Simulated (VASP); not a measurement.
# GaN (P6_3mc) in VASP: single point with LDA

Aim: the single point of GaN with LDA.

All numbers are computed with VASP 6.6.1; they aren't measurements. Logs are shortened: lines on timing, memory, paths and dates and some standing lists are left out, and cuts for length are marked.

**1. The cell of the first run**

It takes space group P6_3mc (No. 186, hexagonal). Conventional cell: a = 3.152 Å, b = 3.152 Å, c = 5.138 Å, α = 90.00°, β = 90.00°, γ = 120.00°. Within 2.6 Å of Ga (site symmetry 3m) lie 4 N at 1.93 Å. N (site symmetry 3m) has 4 Ga at 1.93 Å within 2.6 Å.

**2. Single point, LDA**

INCAR

```
ALGO     = Normal         # electronic algorithm
EDIFF    = 1E-6           # SCF threshold, eV
ENCUT    = 520            # plane-wave cutoff, eV
GGA      = CA             # functional
ISIF     = 2              # what is computed and relaxed
ISMEAR   = -1             # smearing method
LASPH    = T              # aspherical terms in the spheres
LCHARG   = T              # write CHGCAR
LELF     = T              # ELF
LREAL    = F              # projectors in reciprocal space
LVHAR    = T            
LWAVE    = F              # write WAVECAR
NBANDS   = 26             # bands
NELM     = 100            # most SCF steps
PREC     = Accurate       # precision mode
SIGMA    = 0.1            # smearing width, eV
```

KPOINTS

```
k-points
0
Gamma
  14 14 8
```

POSCAR

```
GaN
1.0
    3.1518145789      0.0000000000      0.0000000000
   -1.5759072894      2.7295514933      0.0000000000
    0.0000000000      0.0000000000      5.1383977941
Ga N
2 2
Direct
    0.3333333333      0.6666666667     -0.0007042243
    0.6666666667      0.3333333333      0.4992957757
    0.3333333333      0.6666666667      0.3757042243
    0.6666666667      0.3333333333      0.8757042243
```

Potentials or basis: VASP PAW LDA potentials, release 64 (Ga_d, N).

The run is started by

```console
$ cat potpaw_LDA.64/Ga_d/POTCAR potpaw_LDA.64/N/POTCAR > POTCAR
$ mpirun -np 1 vasp_std > vasp.out
```

OUTCAR:

```text
EDIFF = 1E-6
   ENCUT = 520
   GGA = CA
   ISIF = 2
   ISMEAR = -1
   LASPH = T
   LREAL = F
   NELM = 100
   PREC = Accurate

 ion  position               nearest neighbor table
   1  0.333  0.667  0.999-   4 1.93   4 1.93   4 1.93   3 1.93
   2  0.667  0.333  0.499-   3 1.93   3 1.93   3 1.93   4 1.93
   3  0.333  0.667  0.376-   2 1.93   2 1.93   2 1.93   1 1.93
   4  0.667  0.333  0.876-   1 1.93   1 1.93   1 1.93   2 1.93

  LATTYP: Found a hexagonal cell.
 ALAT       =     3.1518145789
 C/A-ratio  =     1.6302982506

  Lattice vectors:

 A1 = (   3.1518145789,   0.0000000000,   0.0000000000)
 A2 = (  -1.5759072894,   2.7295514933,   0.0000000000)
 A3 = (   0.0000000000,   0.0000000000,   5.1383977941)

Analysis of symmetry for initial positions (statically):
=====================================================================
 Subroutine PRICEL returns:
 Original cell was already a primitive cell.

 Routine SETGRP: Setting up the symmetry group for a
 hexagonal supercell.

 Subroutine GETGRP returns: Found 12 space group operations
 (whereof  6 operations were pure point group operations)
 out of a pool of 24 trial point group operations.

The static configuration has the point symmetry C_3v.
 The point group associated with its full space group is C_6v.

Analysis of symmetry for dynamics (positions and initial velocities):
=====================================================================
 Subroutine PRICEL returns:
 Original cell was already a primitive cell.

 Routine SETGRP: Setting up the symmetry group for a
 hexagonal supercell.

 Subroutine GETGRP returns: Found 12 space group operations
 (whereof  6 operations were pure point group operations)
 out of a pool of 24 trial point group operations.

The dynamic configuration has the point symmetry C_3v.
 The point group associated with its full space group is C_6v.

 Subroutine INISYM returns: Found 12 space group operations
 (whereof  6 operations are pure point group operations),
 and found     1 'primitive' translations

----------------------------------------------------------------------------------------

                                     Primitive cell

  volume of cell :      44.2058

  direct lattice vectors                    reciprocal lattice vectors
     3.151814579  0.000000000  0.000000000     0.317277548  0.183180277  0.000000000
    -1.575907289  2.729551493  0.000000000     0.000000000  0.366360555  0.000000000
     0.000000000  0.000000000  5.138397794     0.000000000  0.000000000  0.194613193

  length of vectors
     3.151814579  3.151814579  5.138397794     0.366360555  0.366360555  0.194613193

  position of ions in fractional coordinates (direct lattice)
     0.333333333  0.666666667  0.999295776
     0.666666667  0.333333333  0.499295776
     0.333333333  0.666666667  0.375704224
     0.666666667  0.333333333  0.875704224

  ion indices of the primitive-cell ions
   primitive index   ion index
                 1           1
                 2           2
                 3           3
                 4           4

----------------------------------------------------------------------------------------

 KPOINTS: k-points

Automatic generation of k-mesh.
 Grid dimensions read from file:
 generate k-points for:   14   14    8

 Generating k-lattice:

  Cartesian coordinates                     Fractional coordinates (reciprocal lattice)
     0.022662682  0.013084306  0.000000000     0.071428571  0.000000000  0.000000000
     0.000000000  0.026168611  0.000000000     0.000000000  0.071428571  0.000000000
     0.000000000  0.000000000  0.024326649     0.000000000  0.000000000  0.125000000

  Length of vectors
     0.026168611  0.026168611  0.024326649

  Shift w.r.t. Gamma in fractional coordinates (k-lattice)
     0.000000000  0.000000000  0.000000000

 Subroutine IBZKPT returns following result:
 ===========================================

 Found    120 irreducible k-points:

 Following reciprocal coordinates:
            Coordinates               Weight
  0.000000  0.000000  0.000000      1.000000
  0.071429 -0.000000  0.000000      6.000000
  0.142857 -0.000000  0.000000      6.000000
  0.214286  0.000000  0.000000      6.000000
  0.285714  0.000000  0.000000      6.000000
  0.357143  0.000000  0.000000      6.000000
[... 16 lines left out ...]
  0.285714  0.285714  0.000000      6.000000
  0.357143  0.285714  0.000000      6.000000
 [... further k-points ...]
   k-points           NKPTS =    120   k-points in BZ     NKDIM =    120   number of bands    NBANDS=     26
   number of dos      NEDOS =    301   number of ions     NIONS =      4
   total plane-waves  NPLWV =  23040
   dimension x,y,z NGX =    24 NGY =   24 NGZ =   40
   dimension x,y,z NGXF=    48 NGYF=   48 NGZF=   80
   ions per type =               2   2
   NGX,Y,Z   is equivalent  to a cutoff of  12.66, 12.66, 12.94 a.u.
   NGXF,Y,Z  is equivalent  to a cutoff of  25.32, 25.32, 25.88 a.u.
 SYSTEM =  unknown system
   PREC   = accura    normal or accurate (medium, high low for compatibility)
   ISTART =      0    job   : 0-new  1-cont  2-samecut
   ICHARG =      2    charge: 1-file 2-atom 10-const
   ISPIN  =      1    spin polarized calculation?
   LNONCOLLINEAR =      F non collinear calculations
   LSORBIT =      F    spin-orbit coupling
   LASPH  =      T    aspherical Exc in radial PAW
   ENCUT  =  520.0 eV  38.22 Ry    6.18 a.u.   5.86  5.86  9.55*2*pi/ulx,y,z
   NELM   =    100;   NELMIN=  2; NELMDL= -5     # of ELM steps
   EDIFF  = 0.1E-05   stopping-criterion for ELM
   LREAL  =      F    real-space projection
   EDIFFG = 0.1E-04   stopping-criterion for IOM
   NSW    =      0    number of steps for IOM
   IBRION =     -1    ionic relax: 0-MD 1-quasi-New 2-CG
   NFREE  =      0    steps in history (QN), initial steepest desc. (CG)
   ISIF   =      2    stress and relaxation
   ISYM   =      2    0-nonsym 1-usesym 2-fastsym
   POTIM  = 0.5000    time-step for ionic-motion
   TEBEG  =    0.0;   TEEND  =   0.0 temperature during run
   PSTRESS=    0.0 pullay stress
   NELECT =      36.0000    total number of electrons
   NUPDOWN=      -1.0000    fix difference up-down
   EMIN   =  10.00;   EMAX   =-10.00  energy-range for DOS
   EFERMI =   0.00;   METHOD = LEGACY
   ISMEAR =    -1;   SIGMA  =   0.10  broadening in eV -4-tet -1-fermi 0-gaus
   EFERMI_NEDOS =   21; number of points for ismear=-14 and -15
   IALGO  =     38    algorithm
   IMIX   =      4    mixing-type and parameters
     AMIX     =   0.40;   BMIX     =  1.00
     AMIX_MAG =   1.60;   BMIX_MAG =  1.00
  volume/ion in A,a.u.               =      11.05        74.58
  Fermi-wavevector in a.u.,A,eV,Ry     =   1.528794  2.889003 31.799708  2.337213
  Thomas-Fermi vector in A             =   2.636504
   LORBIT       =      0    0 simple, 1 ext, 2 COOP (PROOUT), +10 PAW based schemes
   GGA     = CA    functional components
   LHFCALC =     F    Hartree Fock is set to
   AEXX    =    0.0000 exact exchange contribution
   IVDW    =     0    specifies the selected vdW correction
   LEPSILON=     F    determine dielectric tensor
   LRPA    =     F    only Hartree local field effects (RPA)
 non-spin polarized calculation
  energy-cutoff  :      520.00
  volume of cell :       44.21
 maximum number of plane-waves:      1208
 NGX is ok and might be reduce to    24
   NGX = 11   NGY = 11   NGZ = 19

 number of electron      36.0000031 magnetization

 Free energy of the ion-electron system (eV)
  ---------------------------------------------------
  ext. energy  EPLUGINS =         0.00000000
  ---------------------------------------------------
  free energy    TOTEN  =       -27.90987573 eV

  energy without entropy =      -27.90987533  energy(sigma->0) =      -27.90987553

 E-fermi :   6.6739     XC(G=0): -12.2986

 val. band max:        5.4408791758   @ k =   0.0000   0.0000   0.0000
 cond. band min:       7.5861853141   @ k =   0.0000   0.0000   0.0000
 fundamental gap:      2.1453061384
 Fermi energy:         6.6739450818

 k-point     1 :       0.0000    0.0000    0.0000
  band No.  band energies     occupation
      1     -10.7019      2.00000
      2      -9.7205      2.00000
      3      -8.1465      2.00000
      4      -8.1291      2.00000
      5      -8.1291      2.00000
      6      -8.0620      2.00000
[... 18 lines left out ...]
     25      17.2193      0.00000
     26      17.2193      0.00000

 k-point     2 :       0.0714   -0.0000    0.0000
  band No.  band energies     occupation
      1     -10.6470      2.00000
      2      -9.7065      2.00000
      3      -8.1420      2.00000
      4      -8.1208      2.00000
      5      -8.1126      2.00000
      6      -8.0563      2.00000
[... 18 lines left out ...]
     25      16.9361      0.00000
     26      17.3392      0.00000

 k-point     3 :       0.1429   -0.0000    0.0000
  band No.  band energies     occupation
      1     -10.4933      2.00000
      2      -9.6702      2.00000
      3      -8.1221      2.00000
      4      -8.0994      2.00000
      5      -8.0676      2.00000
      6      -8.0325      2.00000
[... 18 lines left out ...]
     25      16.7910      0.00000
     26      17.6335      0.00000

 k-point     4 :       0.2143    0.0000    0.0000
  band No.  band energies     occupation
      1     -10.2746      2.00000
      2      -9.6261      2.00000
      3      -8.0964      2.00000
      4      -8.0744      2.00000
      5      -8.0174      2.00000
      6      -7.9743      2.00000
[... 18 lines left out ...]
     25      16.9378      0.00000
     26      18.0090      0.00000
[... 496 lines left out ...]
      1      -9.6558      2.00000
      2      -9.5555      2.00000
      3      -8.1194      2.00000
      4      -7.9773      2.00000
      5      -7.8954      2.00000
      6      -7.8908      2.00000
[... 18 lines left out ...]
     25      17.7120      0.00000
     26      18.6350      0.00000

 k-point    23 :       0.2857    0.2857    0.0000
  band No.  band energies     occupation
      1      -9.6416      2.00000
      2      -9.5600      2.00000
      3      -8.1269      2.00000
      4      -7.9423      2.00000
      5      -7.8975      2.00000
      6      -7.8934      2.00000
[... 18 lines left out ...]
     25      17.2696      0.00000
     26      18.8271      0.00000

 k-point    24 :       0.3571    0.2857    0.0000
  band No.  band energies     occupation
      1      -9.6090      2.00000
      2      -9.5712      2.00000
      3      -8.1327      2.00000
      4      -7.9276      2.00000
      5      -7.8881      2.00000
      6      -7.8833      2.00000
[... 18 lines left out ...]
     25      18.0620      0.00000
     26      18.2077      0.00000

 [... further k-points ...]

------------------------ aborting loop because EDIFF is reached ----------------------------------------

  FORCE on cell =-STRESS in cart. coord.  units (eV):
  Direction    XX          YY          ZZ          XY          YZ          ZX
  --------------------------------------------------------------------------------------
  -------------------------------------------------------------------------------------
  Total        0.3005123      0.3005123      0.2977534      0.0000000      0.0000000      0.0000000
  in kB       10.8916368     10.8916368     10.7916440      0.0000000      0.0000000      0.0000000
  external PRESSURE =      10.8583059 kB  Pullay stress =       0.0000000 kB

 VOLUME and BASIS-vectors are now :
 -----------------------------------------------------------------------------
  energy-cutoff  :      520.00
  volume of cell :       44.21
      direct lattice vectors                 reciprocal lattice vectors
     3.151814579  0.000000000  0.000000000     0.317277548  0.183180277  0.000000000
    -1.575907289  2.729551493  0.000000000     0.000000000  0.366360555  0.000000000
     0.000000000  0.000000000  5.138397794     0.000000000  0.000000000  0.194613193

 POSITION                                       TOTAL-FORCE (eV/Angst)
 -----------------------------------------------------------------------------------
     -0.00000      1.81970      5.13478        -0.000000      0.000000      0.001557
      1.57591      0.90985      2.56558         0.000000     -0.000000      0.001557
     -0.00000      1.81970      1.93052         0.000000      0.000000     -0.001557
      1.57591      0.90985      4.49972         0.000000      0.000000     -0.001557
 -----------------------------------------------------------------------------------
    total drift:                               -0.000001     -0.000001      0.000794

  FREE ENERGIE OF THE ION-ELECTRON SYSTEM (eV)
  ---------------------------------------------------
  free  energy   TOTEN  =       -27.9098757295 eV

  energy  without entropy=      -27.9098753280  energy(sigma->0) =      -27.90987553
```

It took 76 s on 1 thread of Intel Xeon Platinum 8488C (Sapphire Rapids), shared host; peak memory 0.22 GiB.

What came out:

```yaml
Free_energy: -27.9099 eV
Pressure: 1.1 GPa
Band_gap_on_the_k_mesh: 2.15 eV
```

Levels at points of the mesh, in eV from the valence-band top:
```csv
k point,band 15,band 16,band 17,band 18,band 19,band 20,band 21,band 22
"(0.00, 0.00, 0.00)",-1.08,-0.05,0.00,0.00,2.15,4.38,9.22,9.90
"(0.50, 0.00, 0.00)",-4.41,-2.88,-2.34,-1.05,5.00,5.66,5.99,8.72
"(0.00, 0.00, 0.50)",-0.56,-0.56,-0.56,-0.56,4.41,4.41,8.47,8.47
"(0.50, 0.00, 0.50)",-2.04,-2.04,-1.99,-1.99,4.39,4.39,7.81,7.81
```

A k mesh can miss the band edges.
